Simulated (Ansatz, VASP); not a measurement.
**MgO: VASP beside Ansatz**

INCAR

```
SYSTEM = MgO
ALGO = Normal
EDIFF = 1E-6
ENCUT = 840
GGA = PE
GGA_COMPAT = .FALSE.
ISIF = 2
ISMEAR = 0
IVDW = 12
LASPH = .TRUE.
LCHARG = .TRUE.
LELF = .TRUE.
LREAL = .FALSE.
LVHAR = .TRUE.
LWAVE = .FALSE.
NBANDS = 15
NELM = 120
PREC = Accurate
SIGMA = 0.02
```

The input KPOINTS:

```
k-points
0
G
  10 10 10
  0 0 0
```

The input POSCAR:

```
MgO
1.0
    0.0000000000      2.0608826958      2.0608826958
    2.0608826958      0.0000000000      2.0608826958
    2.0608826958      2.0608826958      0.0000000000
Mg O
1 1
Direct
    0.0000000000      0.0000000000      0.0000000000
    0.5000000000      0.5000000000      0.5000000000
```

Input for Ansatz:

```yaml
crystal:
  lattice:
    - [0.0, 2.0608826958, 2.0608826958]
    - [2.0608826958, 0.0, 2.0608826958]
    - [2.0608826958, 2.0608826958, 0.0]
  atoms:
    - { symbol: Mg, position: [0.0, 0.0, 0.0] }
    - { symbol: O, position: [0.5, 0.5, 0.5] }
basis:
  ecutwfc: 420
kpoints:
  mp_grid: { grid: [10, 10, 10] }
hamiltonian:
  xc: pbe
  dispersion: d3bj
  pseudopotentials: { kind: paw }
scf:
  occupations: { method: gaussian, width: 0.02 }
output:
  forces: true
  stress: true
  eigenvalues: true
```

Alike in both runs: task single point; functional PBE; dispersion D3(BJ); k mesh 10 × 10 × 10; occupations gaussian, width 0.02 eV; no spin polarisation.

|  | VASP | Ansatz |
| --- | --- | --- |
| version | VASP 6.6.1 | Ansatz 0.2.0 |
| potentials or method | VASP PAW PBE potentials, release 64 (Mg_sv, O), cutoff 840 eV | scalar-relativistic, plane waves, PAW |
| valence electrons in the cell | 16 | 16 |

|  | VASP | Ansatz | Ansatz less VASP |
| --- | --- | --- | --- |
| gap on the k mesh at the Fermi level (eV) | 5.40 | 5.40 | +0.003 |
| least direct gap on the mesh (eV) | 5.40 | 5.40 | +0.003 |
| pressure (GPa) | 11.4 | 11.2 | -0.22 |
